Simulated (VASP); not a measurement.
A run of VASP 6.6.1 is set up as follows.

Contents of INCAR:

```
PREC = Accurate
ENCUT = 520
EDIFF = 1E-7
ISMEAR = 0
SIGMA = 0.1
LREAL = False
LASPH = True
NELM = 100
ALGO = Normal
ISIF = 2
LWAVE = False
LCHARG = True
GGA = PE
LELF = True
LVHAR = True
NBANDS = 18
```

The input KPOINTS:

```
Automatic mesh
0
Gamma
  8 8 8
```

POSCAR

```
Al4Cl
1.0
    4.7273392061      0.0000000000      0.0000000000
    0.0000000000      4.7273392061      0.0000000000
    0.0000000000      0.0000000000      4.7273392061
Al Cl
4 1
Direct
    0.2969482927      0.2969482927      0.2969482927
    0.7030517073      0.7030517073      0.2969482927
    0.7030517073      0.2969482927      0.7030517073
    0.2969482927      0.7030517073      0.7030517073
    0.0000000000      0.0000000000      0.0000000000
```

Potentials or basis: VASP PAW PBE potentials, release 64 (Al, Cl).

The run is started by

```console
$ cat potpaw_PBE.64/Al/POTCAR potpaw_PBE.64/Cl/POTCAR > POTCAR
$ mpirun -np 1 vasp_std > vasp.out
```

**Question.** Predict the pressure.

**Answer.** 0.0 GPa.

**Question.** What does it give for the band gap on the k mesh?

**Answer.** Zero (an odd number of electrons rules out a gap without spin polarisation).

Caveat: an odd number of electrons without spin polarisation forces a metal; a magnetic or distorted state may lie lower.
